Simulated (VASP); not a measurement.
Here is a VASP 6.6.1 calculation.

POSCAR

```
Be2C
1.0
    2.1604635391      2.1604635391      0.0000000000
   -2.1604635391      2.1604635391      0.0000000000
    0.0000000000      2.1604635391      2.1604635391
Be C
2 1
Direct
    0.2500000000      0.7500000000      0.5000000000
    0.7500000000      0.2500000000      0.5000000000
    0.0000000000      0.0000000000      0.0000000000
```

The input INCAR.step1:

```
SYSTEM = Be2C
PREC     = Accurate       ! precision mode
ENCUT    = 660            ! plane-wave cutoff, eV
ISMEAR   = 0              ! smearing method
SIGMA    = 0.01           ! smearing width, eV
LREAL    = .False.        ! projectors in reciprocal space
LASPH    = .True.         ! aspherical terms in the spheres
NELM     = 120            ! most SCF steps
GGA      = PE             ! functional
ALGO     = Normal         ! electronic algorithm
EDIFF    = 1E-5           ! SCF threshold, eV
LWAVE    = .True.         ! write WAVECAR
LCHARG   = .False.        ! write CHGCAR
GGA_COMPAT= .False.      
IBRION   = 2              ! ionic algorithm
ISIF     = 3              ! what is computed and relaxed
EDIFFG   = -0.005         ! ionic threshold
NELMIN   = 4            
NSW      = 100            ! ionic steps
```

Contents of INCAR.step2:

```
SYSTEM = Be2C
PREC     = Accurate       ! precision mode
ENCUT    = 660            ! plane-wave cutoff, eV
EDIFF    = 1E-7           ! SCF threshold, eV
ISMEAR   = 0              ! smearing method
SIGMA    = 0.01           ! smearing width, eV
LREAL    = .False.        ! projectors in reciprocal space
LASPH    = .True.         ! aspherical terms in the spheres
NELM     = 120            ! most SCF steps
ALGO     = Normal         ! electronic algorithm
ISIF     = 3              ! what is computed and relaxed
LWAVE    = .False.        ! write WAVECAR
LCHARG   = .False.        ! write CHGCAR
METAGGA  = R2SCAN         ! meta-GGA
LMIXTAU  = .True.       
IBRION   = 2              ! ionic algorithm
NSW      = 100            ! ionic steps
EDIFFG   = -0.002         ! ionic threshold
PSTRESS  = 100.0        
ISTART   = 1            
GGA_COMPAT= .False.      
NELMIN   = 4
```

KPOINTS

```
Automatic mesh
0
Gamma
  10 10 10
  0 0 0
```

Potentials or basis: VASP PAW PBE potentials, release 64 (Be, C).

Run with:

```sh
$ cat potpaw_PBE.64/Be/POTCAR potpaw_PBE.64/C/POTCAR > POTCAR
$ cp INCAR.step1 INCAR
$ mpirun -np 1 vasp_std > vasp.out
$ cp INCAR.step2 INCAR
$ mpirun -np 1 vasp_std > vasp.out
```

Predict the band gap on the k mesh.

1.55 eV (least direct gap 4.71 eV).

Estimate the space group after relaxing (to 0.1 Å).

Fm-3m (No. 225).

Estimate the relaxed volume.

6.45 Å³/atom.

Final structure:
```
Be C
1.0
     2.13090    2.13090    0.00000
    -2.13090    2.13090    0.00000
     0.00000    2.13090    2.13090
Be C
2 1
Direct
  0.25000 0.75000 0.50000
  0.75000 0.25000 0.50000
  0.00000 0.00000 0.00000
```

Caveat: the cell is relaxed towards a set pressure, so the run minimises the enthalpy, not the energy; the PAW data sets were made with another functional, which shifts forces and pressure a little. A k mesh can miss the band edges.
